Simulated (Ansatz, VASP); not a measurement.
This is a calculation of Nb for Ansatz 0.2.0.

Contents of input.yaml:

```yaml
crystal:
  lattice:
    - [0.0, 2.115, 2.115]
    - [2.115, 0.0, 2.115]
    - [2.115, 2.115, 0.0]
  atoms:
    - { symbol: Nb, position: [0.0, 0.0, 0.0] }
hamiltonian:
  xc: lda
  pseudopotentials: { kind: paw }
kpoints:
  mp_grid: { grid: [11, 11, 11] }
scf:
  occupations: { method: fermi_dirac, width: 0.05 }
output:
  forces: true
  stress: true
  eigenvalues: true
```

Potentials or basis: Ansatz PAW.

Launch:

```sh
$ ansatz run input.yaml --threads 2 --pin off --max-ram 5632MiB --backend cpu --events-out ev --progress --plain --runs-dir out
```

Q: Translate it to VASP 6.6.1. Potentials there: VASP PAW LDA potentials, release 64 (Nb_sv).

A: As run (the cutoff follows the program's own potentials):

INCAR

```
SYSTEM = Nb
ALGO = Fast
EDIFF = 1E-6
ENCUT = 520
ISIF = 2
ISMEAR = -1
LASPH = .True.
LCHARG = .False.
LREAL = .False.
LWAVE = .False.
NBANDS = 12
NELM = 80
PREC = Accurate
SIGMA = 0.05
```

KPOINTS

```
k-points
0
Gamma
  11 11 11
  0 0 0
```

File POSCAR:

```
Nb
1.0
    0.0000000000      2.1150000000      2.1150000000
    2.1150000000      0.0000000000      2.1150000000
    2.1150000000      2.1150000000      0.0000000000
Nb
1
Direct
    0.0000000000      0.0000000000      0.0000000000
```

Potentials or basis: VASP PAW LDA potentials, release 64 (Nb_sv).

Command:

```sh
$ cat potpaw_LDA.64/Nb_sv/POTCAR > POTCAR
$ mpirun -np 1 vasp_std > vasp.out
```

Both were run:

|  | VASP | Ansatz | Ansatz less VASP |
| --- | --- | --- | --- |
| gap on the k mesh at the Fermi level (eV) | none | none | - |
| pressure (GPa) | -11.1 | -11.0 | +0.12 |

LDA's correlation is that of Perdew and Zunger in VASP and of Perdew and Wang (1992) in Ansatz. A gap of «none» marks a metal or a gap that the smearing closes.
